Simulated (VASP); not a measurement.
Input of a VASP 6.6.1 run:

File POSCAR:

```
Ge2Sb2Te5
1.0
    6.8391360000     -3.0660060000      0.0000000000
    6.8391360000      3.0660060000      0.0000000000
   -6.8309770000      0.0000000000      6.8476090000
Te Sb Ge
5 2 2
Direct
    0.5947020000      0.5947020000      0.3864330000
    0.7952880000      0.7952880000      0.1961120000
    0.0083240000      0.0083240000      0.0064350000
    0.2065190000      0.2065190000      0.8098030000
    0.3999590000      0.3999590000      0.5971180000
    0.9017080000      0.9017080000      0.5878730000
    0.1118700000      0.1118700000      0.4173520000
    0.2842870000      0.2842870000      0.1878300000
    0.4973430000      0.4973430000      0.0110440000
```

Contents of INCAR.step1:

```
PREC = Accurate ; ENCUT = 520
ISMEAR = -1 ; SIGMA = 0.05
LREAL = F ; LASPH = T
NELM = 80 ; NBANDS = 44
GGA = PE ; ALGO = Normal
EDIFF = 1E-4 ; LWAVE = T
LCHARG = F
```

Contents of INCAR.step2:

```
PREC = Accurate ; ENCUT = 520
EDIFF = 1E-6 ; ISMEAR = -1
SIGMA = 0.05 ; LREAL = F
LASPH = T ; NELM = 80
ALGO = Normal ; ISIF = 2
LWAVE = F ; LCHARG = F
METAGGA = R2SCAN ; LMIXTAU = T
NBANDS = 44 ; ISTART = 1
```

The input KPOINTS:

```
Automatic mesh
0
Gamma
  4 4 3
```

Potentials or basis: VASP PAW PBE potentials, release 64 (Te, Sb, Ge_d).

Launch:

```bash
$ cat potpaw_PBE.64/Te/POTCAR potpaw_PBE.64/Sb/POTCAR potpaw_PBE.64/Ge_d/POTCAR > POTCAR
$ cp INCAR.step1 INCAR
$ mpirun -np 1 vasp_std > vasp.out
$ cp INCAR.step2 INCAR
$ mpirun -np 1 vasp_std > vasp.out
```

**Question.** Predict the largest force.

**Answer.** 0.240 eV/Å.

**Question.** Estimate the band gap on the k mesh.

**Answer.** 0.03 eV.

Stress tensor (GPa, compression positive):
```
-1.10  0.00 -0.11
 0.00 -1.03  0.00
-0.11  0.00 -1.07
```

Caveat: semilocal functionals underestimate gaps, and a narrow one can read as zero; the PAW data sets were made with another functional, which shifts forces and pressure a little; spin-orbit coupling is left out, which moves the levels of the heavy elements. A k mesh can miss the band edges.
